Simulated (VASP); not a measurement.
# Zn4SeS3 (P-43m) in VASP: a series of runs

Runs on Zn4SeS3. Level: PBE. Tasks: single point.

All numbers are computed with VASP 6.6.1; they aren't measurements. Logs are shortened: lines on timing, memory, paths and dates and some standing lists are left out, and cuts for length are marked.

## Step 1: The cell of the first run

Symmetry: P-43m, No. 215, cubic system. Conventional cell: a = 5.345 Å, b = 5.345 Å, c = 5.345 Å, α = 90.00°, β = 90.00°, γ = 90.00°. Within 3.0 Å of Zn (site symmetry 3m) lie 3 S at 2.29 Å and 1 Se at 2.38 Å. Within 3.1 Å of Se (site symmetry -43m) lie 4 Zn at 2.38 Å. S (site symmetry -42m) has 4 Zn at 2.29 Å within 3.0 Å.

## Step 2: Single point, PBE (19.09 Å³/atom)

File INCAR:

```
SYSTEM = Zn4SeS3
  PREC = Accurate
  ENCUT = 520
  EDIFF = 1E-7
  ISMEAR = 0
  SIGMA = 0.02
  LREAL = .FALSE.
  LASPH = .TRUE.
  NELM = 60
  ALGO = Normal
  ISIF = 2
  LWAVE = .FALSE.
  LCHARG = .FALSE.
  GGA = PE
  NBANDS = 46
```

File KPOINTS:

```
regular mesh
0
G
  6 6 6
  0 0 0
```

File POSCAR:

```
Zn4SeS3
1.0
    5.3448796794      0.0000000000      0.0000000000
    0.0000000000      5.3448796794      0.0000000000
    0.0000000000      0.0000000000      5.3448796794
Zn Se S
4 1 3
Direct
    0.7432172142      0.7432172142      0.7432172142
    0.7432172142      0.2567827858      0.2567827858
    0.2567827858      0.7432172142      0.2567827858
    0.2567827858      0.2567827858      0.7432172142
    0.0000000000      0.0000000000      0.0000000000
    0.5000000000      0.5000000000      0.0000000000
    0.5000000000      0.0000000000      0.5000000000
    0.0000000000      0.5000000000      0.5000000000
```

Potentials or basis: VASP PAW PBE potentials, release 64 (Zn, Se, S).

The run is started by

```
$ cat potpaw_PBE.64/Zn/POTCAR potpaw_PBE.64/Se/POTCAR potpaw_PBE.64/S/POTCAR > POTCAR
$ mpirun -np 1 vasp_std > vasp.out
```

OUTCAR:

```text
SYSTEM = Zn4SeS3
   PREC = Accurate
   ENCUT = 520
   EDIFF = 1E-7
   ISMEAR = 0
   LREAL = .FALSE.
   LASPH = .TRUE.
   NELM = 60
   ISIF = 2
   GGA = PE

 ion  position               nearest neighbor table
   1  0.743  0.743  0.743-   6 2.29   7 2.29   8 2.29   5 2.38
   2  0.743  0.257  0.257-   6 2.29   7 2.29   8 2.29   5 2.38
   3  0.257  0.743  0.257-   6 2.29   7 2.29   8 2.29   5 2.38
   4  0.257  0.257  0.743-   6 2.29   7 2.29   8 2.29   5 2.38
   5  0.000  0.000  0.000-   1 2.38   2 2.38   3 2.38   4 2.38
   6  0.500  0.500  0.000-   1 2.29   2 2.29   3 2.29   4 2.29
   7  0.500  0.000  0.500-   1 2.29   2 2.29   3 2.29   4 2.29
   8  0.000  0.500  0.500-   1 2.29   2 2.29   3 2.29   4 2.29

  LATTYP: Found a simple cubic cell.
 ALAT       =     5.3448796794

  Lattice vectors:

 A1 = (   5.3448796794,   0.0000000000,   0.0000000000)
 A2 = (   0.0000000000,   5.3448796794,   0.0000000000)
 A3 = (   0.0000000000,   0.0000000000,   5.3448796794)

Analysis of symmetry for initial positions (statically):
=====================================================================
 Subroutine PRICEL returns:
 Original cell was already a primitive cell.

 Routine SETGRP: Setting up the symmetry group for a
 simple cubic supercell.

 Subroutine GETGRP returns: Found 24 space group operations
 (whereof 24 operations were pure point group operations)
 out of a pool of 48 trial point group operations.

The static configuration has the point symmetry T_d .

Analysis of symmetry for dynamics (positions and initial velocities):
=====================================================================
 Subroutine PRICEL returns:
 Original cell was already a primitive cell.

 Routine SETGRP: Setting up the symmetry group for a
 simple cubic supercell.

 Subroutine GETGRP returns: Found 24 space group operations
 (whereof 24 operations were pure point group operations)
 out of a pool of 48 trial point group operations.

The dynamic configuration has the point symmetry T_d .

 Subroutine INISYM returns: Found 24 space group operations
 (whereof 24 operations are pure point group operations),
 and found     1 'primitive' translations

----------------------------------------------------------------------------------------

                                     Primitive cell

  volume of cell :     152.6911

  direct lattice vectors                    reciprocal lattice vectors
     5.344879679  0.000000000  0.000000000     0.187094951  0.000000000  0.000000000
     0.000000000  5.344879679  0.000000000     0.000000000  0.187094951  0.000000000
     0.000000000  0.000000000  5.344879679     0.000000000  0.000000000  0.187094951

  length of vectors
     5.344879679  5.344879679  5.344879679     0.187094951  0.187094951  0.187094951

  position of ions in fractional coordinates (direct lattice)
     0.743217214  0.743217214  0.743217214
     0.743217214  0.256782786  0.256782786
     0.256782786  0.743217214  0.256782786
     0.256782786  0.256782786  0.743217214
     0.000000000  0.000000000  0.000000000
     0.500000000  0.500000000  0.000000000
     0.500000000  0.000000000  0.500000000
     0.000000000  0.500000000  0.500000000

  ion indices of the primitive-cell ions
   primitive index   ion index
                 1           1
                 2           2
                 3           3
                 4           4
                 5           5
                 6           6
                 7           7
                 8           8

----------------------------------------------------------------------------------------

 KPOINTS: regular mesh

Automatic generation of k-mesh.
 Grid dimensions read from file:
 generate k-points for:    6    6    6

 Generating k-lattice:

  Cartesian coordinates                     Fractional coordinates (reciprocal lattice)
     0.031182492  0.000000000  0.000000000     0.166666667  0.000000000  0.000000000
     0.000000000  0.031182492  0.000000000     0.000000000  0.166666667  0.000000000
     0.000000000  0.000000000  0.031182492     0.000000000  0.000000000  0.166666667

  Length of vectors
     0.031182492  0.031182492  0.031182492

  Shift w.r.t. Gamma in fractional coordinates (k-lattice)
     0.000000000  0.000000000  0.000000000

 Subroutine IBZKPT returns following result:
 ===========================================

 Found     20 irreducible k-points:

 Following reciprocal coordinates:
            Coordinates               Weight
  0.000000  0.000000  0.000000      1.000000
  0.166667  0.000000  0.000000      6.000000
  0.333333  0.000000  0.000000      6.000000
  0.500000  0.000000  0.000000      3.000000
  0.166667  0.166667  0.000000     12.000000
  0.333333  0.166667  0.000000     24.000000
[... 12 lines left out ...]
  0.500000  0.500000  0.333333      6.000000
  0.500000  0.500000  0.500000      1.000000
   k-points           NKPTS =     20   k-points in BZ     NKDIM =     20   number of bands    NBANDS=     46
   number of dos      NEDOS =    301   number of ions     NIONS =      8
   total plane-waves  NPLWV =  64000
   dimension x,y,z NGX =    40 NGY =   40 NGZ =   40
   dimension x,y,z NGXF=    80 NGYF=   80 NGZF=   80
   ions per type =               4   1   3
   NGX,Y,Z   is equivalent  to a cutoff of  12.44, 12.44, 12.44 a.u.
   NGXF,Y,Z  is equivalent  to a cutoff of  24.88, 24.88, 24.88 a.u.
 SYSTEM =  Zn4SeS3
   PREC   = accura    normal or accurate (medium, high low for compatibility)
   ISTART =      0    job   : 0-new  1-cont  2-samecut
   ICHARG =      2    charge: 1-file 2-atom 10-const
   ISPIN  =      1    spin polarized calculation?
   LNONCOLLINEAR =      F non collinear calculations
   LSORBIT =      F    spin-orbit coupling
   LASPH  =      T    aspherical Exc in radial PAW
   ENCUT  =  520.0 eV  38.22 Ry    6.18 a.u.   9.94  9.94  9.94*2*pi/ulx,y,z
   NELM   =     60;   NELMIN=  2; NELMDL= -5     # of ELM steps
   EDIFF  = 0.1E-06   stopping-criterion for ELM
   LREAL  =      F    real-space projection
   EDIFFG = 0.1E-05   stopping-criterion for IOM
   NSW    =      0    number of steps for IOM
   IBRION =     -1    ionic relax: 0-MD 1-quasi-New 2-CG
   NFREE  =      0    steps in history (QN), initial steepest desc. (CG)
   ISIF   =      2    stress and relaxation
   ISYM   =      2    0-nonsym 1-usesym 2-fastsym
   POTIM  = 0.5000    time-step for ionic-motion
   TEBEG  =    0.0;   TEEND  =   0.0 temperature during run
   PSTRESS=    0.0 pullay stress
   NELECT =      72.0000    total number of electrons
   NUPDOWN=      -1.0000    fix difference up-down
   EMIN   =  10.00;   EMAX   =-10.00  energy-range for DOS
   EFERMI =   0.00;   METHOD = LEGACY
   ISMEAR =     0;   SIGMA  =   0.02  broadening in eV -4-tet -1-fermi 0-gaus
   EFERMI_NEDOS =   21; number of points for ismear=-14 and -15
   IALGO  =     38    algorithm
   IMIX   =      4    mixing-type and parameters
     AMIX     =   0.40;   BMIX     =  1.00
     AMIX_MAG =   1.60;   BMIX_MAG =  1.00
  volume/ion in A,a.u.               =      19.09       128.80
  Fermi-wavevector in a.u.,A,eV,Ry     =   1.274230  2.407945 22.091254  1.623661
  Thomas-Fermi vector in A             =   2.407009
   LORBIT       =      0    0 simple, 1 ext, 2 COOP (PROOUT), +10 PAW based schemes
   GGA     = PE    functional components
   LHFCALC =     F    Hartree Fock is set to
   AEXX    =    0.0000 exact exchange contribution
   IVDW    =     0    specifies the selected vdW correction
   LEPSILON=     F    determine dielectric tensor
   LRPA    =     F    only Hartree local field effects (RPA)
 non-spin polarized calculation
 Gauss-broadening in eV      SIGMA  =   0.02
  energy-cutoff  :      520.00
  volume of cell :      152.69
 maximum number of plane-waves:      4224
 NGX is ok and might be reduce to    40
   NGX = 19   NGY = 19   NGZ = 19

 number of electron      71.9999924 magnetization

 Free energy of the ion-electron system (eV)
  ---------------------------------------------------
  ext. energy  EPLUGINS =         0.00000000
  ---------------------------------------------------
  free energy    TOTEN  =       -26.17324433 eV

  energy without entropy =      -26.17324433  energy(sigma->0) =      -26.17324433

 E-fermi :   2.7829     XC(G=0):  -9.8814

 val. band max:        2.6582564118   @ k =   0.0000   0.0000   0.0000
 cond. band min:       4.7597549523   @ k =   0.0000   0.0000   0.0000
 fundamental gap:      2.1014985405
 Fermi energy:         2.7828514904

 k-point     1 :       0.0000    0.0000    0.0000
  band No.  band energies     occupation
      1     -11.0344      2.00000
      2      -9.6983      2.00000
      3      -9.6983      2.00000
      4      -9.5896      2.00000
      5      -4.1410      2.00000
      6      -4.1410      2.00000
[... 38 lines left out ...]
     45       8.8448      0.00000
     46       8.8448      0.00000

 k-point     2 :       0.1667    0.0000    0.0000
  band No.  band energies     occupation
      1     -10.9579      2.00000
      2      -9.7886      2.00000
      3      -9.6967      2.00000
      4      -9.6094      2.00000
      5      -4.1452      2.00000
      6      -4.0962      2.00000
[... 38 lines left out ...]
     45       9.1746      0.00000
     46       9.1746      0.00000

 k-point     3 :       0.3333    0.0000    0.0000
  band No.  band energies     occupation
      1     -10.7403      2.00000
      2     -10.0653      2.00000
      3      -9.6935      2.00000
      4      -9.6160      2.00000
      5      -4.1501      2.00000
      6      -4.1016      2.00000
[... 822 lines left out ...]
     45       9.4651      0.00000
     46       9.5229      0.00000

 k-point    20 :       0.5000    0.5000    0.5000
  band No.  band energies     occupation
      1     -10.0378      2.00000
      2     -10.0378      2.00000
      3     -10.0378      2.00000
      4      -9.9260      2.00000
      5      -3.9778      2.00000
      6      -3.9778      2.00000
[... 38 lines left out ...]
     45       9.3348      0.00000
     46       9.3348      0.00000

------------------------ aborting loop because EDIFF is reached ----------------------------------------

  FORCE on cell =-STRESS in cart. coord.  units (eV):
  Direction    XX          YY          ZZ          XY          YZ          ZX
  --------------------------------------------------------------------------------------
  -------------------------------------------------------------------------------------
  Total        7.5377893      7.5377893      7.5377893      0.0000000      0.0000000     -0.0000000
  in kB       79.0934965     79.0934965     79.0934965      0.0000000      0.0000000     -0.0000000
  external PRESSURE =      79.0934965 kB  Pullay stress =       0.0000000 kB

 VOLUME and BASIS-vectors are now :
 -----------------------------------------------------------------------------
  energy-cutoff  :      520.00
  volume of cell :      152.69
      direct lattice vectors                 reciprocal lattice vectors
     5.344879679  0.000000000  0.000000000     0.187094951  0.000000000  0.000000000
     0.000000000  5.344879679  0.000000000     0.000000000  0.187094951  0.000000000
     0.000000000  0.000000000  5.344879679     0.000000000  0.000000000  0.187094951

 POSITION                                       TOTAL-FORCE (eV/Angst)
 -----------------------------------------------------------------------------------
      3.97241      3.97241      3.97241        -0.008595     -0.008595     -0.008595
      3.97241      1.37247      1.37247        -0.008595      0.008595      0.008595
      1.37247      3.97241      1.37247         0.008595     -0.008595      0.008595
      1.37247      1.37247      3.97241         0.008595      0.008595     -0.008595
      0.00000      0.00000      0.00000        -0.000000      0.000000     -0.000000
      2.67244      2.67244      0.00000        -0.000000      0.000000     -0.000000
      2.67244      0.00000      2.67244        -0.000000     -0.000000     -0.000000
      0.00000      2.67244      2.67244        -0.000000     -0.000000     -0.000000
 -----------------------------------------------------------------------------------
    total drift:                               -0.000000     -0.000000     -0.000000

  FREE ENERGIE OF THE ION-ELECTRON SYSTEM (eV)
  ---------------------------------------------------
  free  energy   TOTEN  =       -26.1732443297 eV

  energy  without entropy=      -26.1732443297  energy(sigma->0) =      -26.17324433
```

It took 61 s on 1 thread of AMD EPYC 9R45 (Zen 5), shared host; peak memory 0.27 GiB.

Results:

* Free energy: -26.1732 eV
* Pressure: 7.9 GPa
* Largest force: 0.015 eV/Å
* Band gap on the k mesh: 2.10 eV

Forces on the atoms (eV/Å):
```
Zn  -0.009 -0.009 -0.009
Zn  -0.009  0.009  0.009
Zn   0.009 -0.009  0.009
Zn   0.009  0.009 -0.009
Se   0.000  0.000  0.000
S    0.000  0.000  0.000
S    0.000  0.000  0.000
S    0.000  0.000  0.000
```

Caveat: the cell stands under pressure.

## Step 3: Single point, PBE (19.72 Å³/atom)

This run uses another cell than the first one, of 19.72 Å³/atom.

File INCAR:

```
PREC = Accurate ; ENCUT = 520
EDIFF = 1E-7 ; ISMEAR = 0
SIGMA = 0.02 ; LREAL = False
LASPH = True ; NELM = 100
ALGO = Normal ; ISIF = 2
LWAVE = False ; LCHARG = False
GGA = PE ; NBANDS = 46
```

File KPOINTS:

```
Automatic mesh
0
Gamma
  6 6 6
```

File POSCAR:

```
Zn4SeS3
1.0
    5.4029807495      0.0000000000      0.0000000000
    0.0000000000      5.4029807495      0.0000000000
    0.0000000000      0.0000000000      5.4029807495
Zn Se S
4 1 3
Direct
    0.7433896637      0.7433896637      0.7433896637
    0.7433896637      0.2566103363      0.2566103363
    0.2566103363      0.7433896637      0.2566103363
    0.2566103363      0.2566103363      0.7433896637
    0.0000000000      0.0000000000      0.0000000000
    0.5000000000      0.5000000000      0.0000000000
    0.5000000000      0.0000000000      0.5000000000
    0.0000000000      0.5000000000      0.5000000000
```

Potentials or basis: VASP PAW PBE potentials, release 64 (Zn, Se, S).

The run is started by

```
$ cat potpaw_PBE.64/Zn/POTCAR potpaw_PBE.64/Se/POTCAR potpaw_PBE.64/S/POTCAR > POTCAR
$ mpirun -np 1 vasp_std > vasp.out
```

Run time: 65 s. Hardware: 1 thread of AMD EPYC 9R45 (Zen 5), shared host; peak memory 0.28 GiB.

The run converged. Its results:

| Item | Value |
| --- | --- |
| Free energy | -26.3738 eV |
| Pressure | 4.9 GPa |
| Largest force | 0.016 eV/Å |
| Band gap on the k mesh | 1.98 eV |

Forces on the atoms (eV/Å):
```
Zn  -0.009 -0.009 -0.009
Zn  -0.009  0.009  0.009
Zn   0.009 -0.009  0.009
Zn   0.009  0.009 -0.009
Se   0.000  0.000  0.000
S    0.000  0.000  0.000
S    0.000  0.000  0.000
S    0.000  0.000  0.000
```

Levels at points of the mesh, in eV from the valence-band top:
```
           k point  band 34  band 35  band 36  band 37  band 38  band 39
(0.00, 0.00, 0.00)     0.00     0.00     0.00     1.98     2.99     3.31
(0.50, 0.00, 0.00)    -1.52    -1.15    -1.15     4.16     4.26     4.50
(0.50, 0.50, 0.00)    -1.10    -0.80    -0.80     4.60     4.60     4.84
(0.50, 0.50, 0.50)    -0.65    -0.65    -0.65     3.09     3.09     3.09
```

Caveat: the cell stands under pressure.

## Step 4: Single point, PBE (20.34 Å³/atom)

This run uses another cell than the first one, of 20.34 Å³/atom.

File INCAR:

```
  ALGO = Normal
  EDIFF = 1E-6
  ENCUT = 520
  GGA = PE
  ISIF = 2
  ISMEAR = 0
  LASPH = True
  LCHARG = False
  LREAL = False
  LWAVE = False
  NBANDS = 46
  NELM = 60
  PREC = Accurate
  SIGMA = 0.02
```

File KPOINTS:

```
k-points
0
Gamma
  6 6 6
```

File POSCAR:

```
Zn4SeS3
1.0
    5.4598584109      0.0000000000      0.0000000000
    0.0000000000      5.4598584109      0.0000000000
    0.0000000000      0.0000000000      5.4598584109
Zn Se S
4 1 3
Direct
    0.7436060000      0.7436060000      0.7436060000
    0.7436060000      0.2563940000      0.2563940000
    0.2563940000      0.7436060000      0.2563940000
    0.2563940000      0.2563940000      0.7436060000
    0.0000000000      0.0000000000      0.0000000000
    0.5000000000      0.5000000000      0.0000000000
    0.5000000000      0.0000000000      0.5000000000
    0.0000000000      0.5000000000      0.5000000000
```

The run is started by

```
$ cat potpaw_PBE.64/Zn/POTCAR potpaw_PBE.64/Se/POTCAR potpaw_PBE.64/S/POTCAR > POTCAR
$ mpirun -np 1 vasp_std > vasp.out
```

Wall time 76 s (1 thread of AMD EPYC 9R45 (Zen 5), shared host); peak memory 0.29 GiB.

Results (log left out):

- Free energy: -26.4871 eV
- Pressure: 2.3 GPa
- Largest force: 0.020 eV/Å
- Band gap on the k mesh: 1.86 eV

Forces in eV/Å, atoms in the order of the input:
```
Zn  -0.012 -0.012 -0.012
Zn  -0.012  0.012  0.012
Zn   0.012 -0.012  0.012
Zn   0.012  0.012 -0.012
Se   0.000  0.000  0.000
S    0.000  0.000  0.000
S    0.000  0.000  0.000
S    0.000  0.000  0.000
```

Levels at points of the mesh, in eV from the valence-band top:
```csv
k point,band 33,band 34,band 35,band 36,band 37,band 38,band 39,band 40
"(0.00, 0.00, 0.00)",-2.17,0.00,0.00,0.00,1.86,3.06,3.38,3.38
"(0.50, 0.00, 0.00)",-1.44,-1.44,-1.09,-1.09,4.17,4.26,4.44,4.51
"(0.50, 0.50, 0.00)",-1.18,-1.05,-0.76,-0.76,4.53,4.53,4.74,4.76
"(0.50, 0.50, 0.50)",-1.03,-0.61,-0.61,-0.61,3.03,3.03,3.03,3.29
```

## Step 5: Single point, PBE

This run uses another cell than the first one, of 20.97 Å³/atom.

File INCAR:

```
PREC = Accurate
ENCUT = 520
EDIFF = 1E-6
ISMEAR = 0
SIGMA = 0.02
LREAL = False
LASPH = True
NELM = 60
ALGO = Normal
ISIF = 2
LWAVE = False
LCHARG = False
GGA = PE
NBANDS = 46
```

File KPOINTS:

```
regular mesh
0
Gamma
  6 6 6
```

POSCAR, as its differences from that of step 4:

```diff
@@ -2,5 +2,5 @@
 1.0
-    5.4598584109      0.0000000000      0.0000000000
-    0.0000000000      5.4598584109      0.0000000000
-    0.0000000000      0.0000000000      5.4598584109
+    5.5155751000      0.0000000000      0.0000000000
+    0.0000000000      5.5155751000      0.0000000000
+    0.0000000000      0.0000000000      5.5155751000
 Zn Se S
```

The run is started by

```
$ cat potpaw_PBE.64/Zn/POTCAR potpaw_PBE.64/Se/POTCAR potpaw_PBE.64/S/POTCAR > POTCAR
$ mpirun -np 1 vasp_std > vasp.out
```

Wall time 83 s (1 thread of AMD EPYC 9R45 (Zen 5), shared host); peak memory 0.3 GiB.

Results (log left out):

```yaml
Free_energy: -26.5262 eV
Pressure: 0.2 GPa
Largest_force: 0.005 eV/Å
Band_gap_on_the_k_mesh: 1.73 eV
```

Forces in eV/Å, atoms in the order of the input:
```
Zn  -0.003 -0.003 -0.003
Zn  -0.003  0.003  0.003
Zn   0.003 -0.003  0.003
Zn   0.003  0.003 -0.003
Se   0.000  0.000  0.000
S    0.000  0.000  0.000
S    0.000  0.000  0.000
S    0.000  0.000  0.000
```

Levels at points of the mesh, in eV from the valence-band top:
| k point | band 34 | band 35 | band 36 | band 37 | band 38 | band 39 |
| --- | --- | --- | --- | --- | --- | --- |
| (0.00, 0.00, 0.00) | 0.00 | 0.00 | 0.00 | 1.73 | 3.13 | 3.44 |
| (0.50, 0.00, 0.00) | -1.38 | -1.03 | -1.03 | 4.13 | 4.18 | 4.44 |
| (0.50, 0.50, 0.00) | -1.00 | -0.71 | -0.71 | 4.45 | 4.45 | 4.64 |
| (0.50, 0.50, 0.50) | -0.57 | -0.57 | -0.57 | 2.97 | 2.97 | 2.97 |

## Step 6: The runs side by side

| cell | gap on the mesh (eV) | pressure (GPa) | largest force (eV/Å) |
| --- | --- | --- | --- |
| a = 5.345 Å, 8 atoms | 2.10 | 7.9 | 0.01 |
| a = 5.403 Å, 8 atoms | 1.98 | 4.9 | 0.02 |
| a = 5.460 Å, 8 atoms | 1.86 | 2.3 | 0.02 |
| a = 5.516 Å, 8 atoms | 1.73 | 0.2 | - |

Alike in all rows: task single point; level PBE; potentials or basis VASP PAW PBE potentials, release 64 (Zn, Se, S); no spin polarisation; k mesh 6 × 6 × 6; cutoff (eV) 520; smearing gaussian 0.02 eV.

Caveats: the cell stands under pressure (at least some runs).

Absolute energies hang on the potentials; compare differences alone.
